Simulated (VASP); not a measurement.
# CdO (Fm-3m) in VASP: a series of runs, part 2 of 2

VASP 6.6.1. Earlier steps stand in the parts before.

## Step 3: Single point, r2SCAN (13.81 Å³/atom)

This run uses another cell than the first one, of 13.81 Å³/atom.

File POSCAR:

```
CdO
1.0
    0.0000000000      2.3991530911      2.3991530911
    2.3991530911      0.0000000000      2.3991530911
    2.3991530911      2.3991530911      0.0000000000
Cd O
1 1
Direct
    0.0000000000      0.0000000000      0.0000000000
    0.5000000000      0.5000000000      0.5000000000
```

File INCAR.step1:

```
PREC     = Accurate       # precision mode
ENCUT    = 770            # plane-wave cutoff, eV
ISMEAR   = -1             # smearing method
SIGMA    = 0.02           # smearing width, eV
LREAL    = False          # projectors in reciprocal space
LASPH    = True           # aspherical terms in the spheres
NELM     = 120            # most SCF steps
NBANDS   = 20             # bands
GGA      = PE             # functional
ALGO     = Normal         # electronic algorithm
EDIFF    = 1E-5           # SCF threshold, eV
LWAVE    = True           # write WAVECAR
LCHARG   = False          # write CHGCAR
GGA_COMPAT= False
```

File INCAR.step2:

```
PREC     = Accurate       # precision mode
ENCUT    = 770            # plane-wave cutoff, eV
EDIFF    = 1E-6           # SCF threshold, eV
ISMEAR   = -1             # smearing method
SIGMA    = 0.02           # smearing width, eV
LREAL    = False          # projectors in reciprocal space
LASPH    = True           # aspherical terms in the spheres
NELM     = 120            # most SCF steps
ALGO     = Normal         # electronic algorithm
ISIF     = 2              # what is computed and relaxed
LWAVE    = False          # write WAVECAR
LCHARG   = False          # write CHGCAR
METAGGA  = R2SCAN         # meta-GGA
LMIXTAU  = True         
NBANDS   = 20             # bands
ISTART   = 1            
GGA_COMPAT= False
```

File KPOINTS:

```
Automatic mesh
0
Gamma
  8 8 8
```

Potentials or basis: VASP PAW PBE potentials, release 64 (Cd_sv_GW, O).

The run is started by

```bash
$ cat potpaw_PBE.64/Cd_sv_GW/POTCAR potpaw_PBE.64/O/POTCAR > POTCAR
$ cp INCAR.step1 INCAR
$ mpirun -np 1 vasp_std > vasp.out
$ cp INCAR.step2 INCAR
$ mpirun -np 1 vasp_std > vasp.out
```

It took 70 s on 1 thread of Intel Xeon Platinum 8375C at 2.90GHz (Ice Lake), shared host; peak memory 0.21 GiB.

The run converged. Its results:

```
Free energy            : -28.6348 eV
Pressure               : -7.9 GPa
Band gap on the k mesh : zero (bands 13 and 14 overlap by 0.02 eV)
```

Levels at points of the mesh, in eV from the Fermi level:
```tsv
k point	band 9	band 10	band 11	band 12	band 13	band 14	band 15	band 16	band 17	band 18
(0.00, 0.00, 0.00)	-6.59	-6.59	-1.19	-1.19	-1.19	-0.07	15.08	17.30	17.30	17.30
(0.50, 0.00, 0.00)	-6.40	-6.40	-3.71	-0.05	-0.05	4.97	7.54	12.38	12.38	17.86
(0.50, 0.50, 0.00)	-6.30	-6.04	-3.92	-2.08	-2.08	4.28	8.96	11.52	13.71	13.71
```

Caveat: the cell stands under tension; semilocal functionals underestimate gaps, and a narrow one can read as zero; the PAW data sets were made with another functional, which shifts forces and pressure a little.

## Step 4: Single point, r2SCAN

File POSCAR:

```
CdO
1.0
    0.0000000000      2.3530040406      2.3530040406
    2.3530040406      0.0000000000      2.3530040406
    2.3530040406      2.3530040406      0.0000000000
Cd O
1 1
Direct
    0.0000000000      0.0000000000      0.0000000000
    0.5000000000      0.5000000000      0.5000000000
```

File INCAR.step1:

```
PREC = Accurate ; ENCUT = 770
ISMEAR = -1 ; SIGMA = 0.02
LREAL = False ; LASPH = True
NELM = 120 ; NBANDS = 20
GGA = PE ; ALGO = Normal
EDIFF = 1E-5 ; LWAVE = True
LCHARG = False ; GGA_COMPAT = False
```

File INCAR.step2:

```
PREC = Accurate ; ENCUT = 770
EDIFF = 1E-6 ; ISMEAR = -1
SIGMA = 0.02 ; LREAL = False
LASPH = True ; NELM = 120
ALGO = Normal ; ISIF = 2
LWAVE = False ; LCHARG = False
METAGGA = R2SCAN ; LMIXTAU = True
NBANDS = 20 ; ISTART = 1
GGA_COMPAT = False
```

File KPOINTS:

```
regular mesh
0
Gamma
  8 8 8
```

The run is started by

```bash
$ cat potpaw_PBE.64/Cd_sv_GW/POTCAR potpaw_PBE.64/O/POTCAR > POTCAR
$ cp INCAR.step1 INCAR
$ mpirun -np 1 vasp_std > vasp.out
$ cp INCAR.step2 INCAR
$ mpirun -np 1 vasp_std > vasp.out
```

Run time: 2.1 min. Hardware: 1 thread of Intel Xeon Platinum 8259CL at 2.50GHz (Skylake/Cascade Lake), shared host; peak memory 0.2 GiB.

Results (log left out):

```
Free energy            : -28.6731 eV
Pressure               : -0.4 GPa
Band gap on the k mesh : 0.10 eV (least direct gap 1.46 eV)
```

Levels at points of the mesh, in eV from the valence-band top:
| k point | band 9 | band 10 | band 11 | band 12 | band 13 | band 14 | band 15 | band 16 | band 17 | band 18 |
| --- | --- | --- | --- | --- | --- | --- | --- | --- | --- | --- |
| (0.00, 0.00, 0.00) | -6.59 | -6.59 | -1.36 | -1.36 | -1.36 | 0.10 | 15.21 | 17.78 | 17.78 | 17.78 |
| (0.50, 0.00, 0.00) | -6.37 | -6.37 | -3.82 | 0.00 | 0.00 | 5.07 | 8.02 | 12.73 | 12.73 | 18.54 |
| (0.50, 0.50, 0.00) | -6.24 | -5.92 | -4.27 | -2.31 | -2.31 | 4.59 | 9.28 | 11.80 | 14.27 | 14.27 |

Caveat: semilocal functionals underestimate gaps, and a narrow one can read as zero; the PAW data sets were made with another functional, which shifts forces and pressure a little. A k mesh can miss the band edges.

## Step 5: Single point, r2SCAN (12.64 Å³/atom)

This run uses another cell than the first one, of 12.64 Å³/atom.

File POSCAR:

```
CdO
1.0
    0.0000000000      2.3292346980      2.3292346980
    2.3292346980      0.0000000000      2.3292346980
    2.3292346980      2.3292346980      0.0000000000
Cd O
1 1
Direct
    0.0000000000      0.0000000000      0.0000000000
    0.5000000000      0.5000000000      0.5000000000
```

File INCAR.step1:

```
SYSTEM = CdO
ALGO = Normal
EDIFF = 1E-5
ENCUT = 770
GGA = PE
GGA_COMPAT = .FALSE.
ISMEAR = -1
LASPH = .TRUE.
LCHARG = .FALSE.
LREAL = .FALSE.
LWAVE = .TRUE.
NBANDS = 20
NELM = 120
PREC = Accurate
SIGMA = 0.02
```

File INCAR.step2:

```
SYSTEM = CdO
ALGO = Normal
EDIFF = 1E-6
ENCUT = 770
GGA_COMPAT = .FALSE.
ISIF = 2
ISMEAR = -1
ISTART = 1
LASPH = .TRUE.
LCHARG = .FALSE.
LMIXTAU = .TRUE.
LREAL = .FALSE.
LWAVE = .FALSE.
METAGGA = R2SCAN
NBANDS = 20
NELM = 120
PREC = Accurate
SIGMA = 0.02
```

File KPOINTS:

```
k-points
0
G
  8 8 8
  0 0 0
```

The run is started by

```bash
$ cat potpaw_PBE.64/Cd_sv_GW/POTCAR potpaw_PBE.64/O/POTCAR > POTCAR
$ cp INCAR.step1 INCAR
$ mpirun -np 1 vasp_std > vasp.out
$ cp INCAR.step2 INCAR
$ mpirun -np 1 vasp_std > vasp.out
```

Run time: 3.2 min. Hardware: 1 thread of AMD EPYC 7R43 (Zen 3), shared host; peak memory 0.17 GiB.

Results (log left out):

```
Free energy            : -28.6616 eV
Pressure               : 4.4 GPa
Band gap on the k mesh : 0.17 eV (least direct gap 1.65 eV)
```

Levels at points of the mesh, in eV from the valence-band top:
```tsv
k point	band 10	band 11	band 12	band 13	band 14	band 15	band 16	band 17
(0.00, 0.00, 0.00)	-6.62	-1.49	-1.49	-1.49	0.17	15.24	18.00	18.00
(0.50, 0.00, 0.00)	-6.39	-3.90	0.00	0.00	5.09	8.25	12.88	12.88
(0.50, 0.50, 0.00)	-5.88	-4.50	-2.47	-2.47	4.73	9.41	11.92	14.55
```

Caveat: the cell stands under pressure; semilocal functionals underestimate gaps, and a narrow one can read as zero; the PAW data sets were made with another functional, which shifts forces and pressure a little. A k mesh can miss the band edges.

## Step 6: Single point, r2SCAN

File POSCAR:

```
CdO
1.0
    0.0000000000      2.3530040397      2.3530040397
    2.3530040397      0.0000000000      2.3530040397
    2.3530040397      2.3530040397      0.0000000000
Cd O
1 1
Direct
    0.0000000000      0.0000000000      0.0000000000
    0.5000000000      0.5000000000      0.5000000000
```

File INCAR.step1:

```
SYSTEM = CdO
ALGO     = Normal         ! electronic algorithm
EDIFF    = 1E-5           ! SCF threshold, eV
ENCUT    = 770            ! plane-wave cutoff, eV
GGA      = PE             ! functional
GGA_COMPAT= .FALSE.      
ISMEAR   = -1             ! smearing method
LASPH    = .TRUE.         ! aspherical terms in the spheres
LCHARG   = .FALSE.        ! write CHGCAR
LREAL    = .FALSE.        ! projectors in reciprocal space
LWAVE    = .TRUE.         ! write WAVECAR
NBANDS   = 20             ! bands
NELM     = 120            ! most SCF steps
PREC     = Accurate       ! precision mode
SIGMA    = 0.02           ! smearing width, eV
```

File INCAR.step2:

```
SYSTEM = CdO
ALGO     = Normal         ! electronic algorithm
EDIFF    = 1E-6           ! SCF threshold, eV
ENCUT    = 770            ! plane-wave cutoff, eV
GGA_COMPAT= .FALSE.      
ISIF     = 2              ! what is computed and relaxed
ISMEAR   = -1             ! smearing method
ISTART   = 1            
LASPH    = .TRUE.         ! aspherical terms in the spheres
LCHARG   = .FALSE.        ! write CHGCAR
LMIXTAU  = .TRUE.       
LREAL    = .FALSE.        ! projectors in reciprocal space
LWAVE    = .FALSE.        ! write WAVECAR
METAGGA  = R2SCAN         ! meta-GGA
NBANDS   = 20             ! bands
NELM     = 120            ! most SCF steps
PREC     = Accurate       ! precision mode
SIGMA    = 0.02           ! smearing width, eV
```

KPOINTS is that of step 5.

Potentials or basis: VASP PAW PBE potentials, release 64 (Cd_sv_GW, O).

The run is started by

```bash
$ cat potpaw_PBE.64/Cd_sv_GW/POTCAR potpaw_PBE.64/O/POTCAR > POTCAR
$ cp INCAR.step1 INCAR
$ mpirun -np 1 vasp_std > vasp.out
$ cp INCAR.step2 INCAR
$ mpirun -np 1 vasp_std > vasp.out
```

Run time: 2.1 min. Hardware: 1 thread of AMD EPYC 7R43 (Zen 3), shared host; peak memory 0.17 GiB.

Results (log left out):

* Free energy: -28.6731 eV
* Pressure: -0.4 GPa
* Band gap on the k mesh: 0.10 eV (least direct gap 1.46 eV)

Levels at points of the mesh, in eV from the valence-band top:
| k point | band 11 | band 12 | band 13 | band 14 | band 15 | band 16 |
| --- | --- | --- | --- | --- | --- | --- |
| (0.00, 0.00, 0.00) | -1.36 | -1.36 | -1.36 | 0.10 | 15.21 | 17.78 |
| (0.50, 0.00, 0.00) | -3.82 | 0.00 | 0.00 | 5.07 | 8.02 | 12.73 |
| (0.50, 0.50, 0.00) | -4.27 | -2.31 | -2.31 | 4.59 | 9.28 | 11.80 |

Caveat: semilocal functionals underestimate gaps, and a narrow one can read as zero; the PAW data sets were made with another functional, which shifts forces and pressure a little.

## Step 7: The runs side by side

```tsv
level	cell	k mesh	cutoff (eV)	gap on the mesh (eV)	pressure (GPa)
PBE	a = 3.328 Å, angles 60.0°, 2 atoms	10 × 10 × 10	700	none	5.2
r2SCAN	a = 3.393 Å, angles 60.0°, 2 atoms	8 × 8 × 8	770	none	-7.9
r2SCAN	a = 3.328 Å, angles 60.0°, 2 atoms	8 × 8 × 8	770	0.10	-0.4
r2SCAN	a = 3.294 Å, angles 60.0°, 2 atoms	8 × 8 × 8	770	0.17	4.4
```

Alike in all rows: task single point; potentials or basis VASP PAW PBE potentials, release 64 (Cd_sv_GW, O); no spin polarisation; smearing fermi-dirac 0.02 eV.

Caveats: semilocal functionals underestimate gaps, and a narrow one can read as zero; the PAW data sets were made with another functional, which shifts forces and pressure a little (at least some runs); the cell stands under pressure (at least some runs); the cell stands under tension (at least some runs).

Absolute energies hang on the potentials; compare differences alone.
